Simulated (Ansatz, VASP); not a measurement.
# SiMo3: VASP beside Ansatz

```xyz
8
Lattice="5.5349 0.0000 0.0000 -2.7674 4.7933 0.0000 0.0000 0.0000 4.4426" Properties=species:S:1:pos:R:3 pbc="T T T"
Si    0.0000    3.1955    1.1106
Si    2.7674    1.5978    3.3319
Mo    2.7674    3.1924    1.1106
Mo   -1.3809    3.9928    3.3319
Mo    1.3865    0.8005    1.1106
Mo    0.0000    1.6010    3.3319
Mo    4.1484    0.8005    1.1106
Mo    1.3809    3.9928    3.3319
```

Alike in both runs: task relaxation of cell and atoms; functional PBE; k mesh 6 × 6 × 4; occupations gaussian, width 0.1 eV; no spin polarisation.

```csv
,VASP,Ansatz
version,VASP 6.6.1,Ansatz 0.2.0
potentials or method,"VASP PAW PBE potentials, release 64 (Si, Mo_sv), cutoff 600 eV","scalar-relativistic, plane waves, PAW"
valence electrons in the cell,92,92
```

Ansatz gave:

* gap on the k mesh at the Fermi level, each at its own relaxed structure (eV): none
* relaxed volume (Å³/atom): 14.98
* relaxed length of the cell vector where the two differ most in proportion (Å): 4.705

**Question.** Estimate VASP's values.

**Answer.** gap on the k mesh at the Fermi level, each at its own relaxed structure (eV): none; relaxed volume (Å³/atom): 14.98; relaxed length of the cell vector where the two differ most in proportion (Å): 4.706.

A gap of «none» marks a metal or a gap that the smearing closes.
